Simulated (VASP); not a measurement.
Input of a VASP 6.6.1 run:

INCAR

```
SYSTEM = Li
ALGO = Fast
EDIFF = 1E-6
ENCUT = 520
GGA = PE
ISIF = 2
ISMEAR = 0
LASPH = .TRUE.
LCHARG = .TRUE.
LELF = .TRUE.
LREAL = .FALSE.
LVHAR = .TRUE.
LWAVE = .FALSE.
NBANDS = 10
NELM = 80
PREC = Accurate
SIGMA = 0.1
```

Contents of KPOINTS:

```
k-points
0
G
  16 16 16
  0 0 0
```

The input POSCAR:

```
Li
1.0
    3.4324475723      0.0000000000      0.0000000000
    0.0000000000      3.4324475723      0.0000000000
    0.2059468543      0.0000000000      3.4324475723
Li
2
Direct
    0.0000000000      0.0000000000      0.0000000000
    0.5000000000      0.5000000000      0.5000000000
```

Potentials or basis: VASP PAW PBE potentials, release 64 (Li_sv).

Command:

```sh
$ cat potpaw_PBE.64/Li_sv/POTCAR > POTCAR
$ mpirun -np 1 vasp_std > vasp.out
```

Task: What does it give for the band gap on the k mesh?

Result: Zero (bands 3 and 4 overlap by 4.28 eV).

Caveat: the cell differs from its parent crystal (shear of c along a, cell held: +6.0 %).
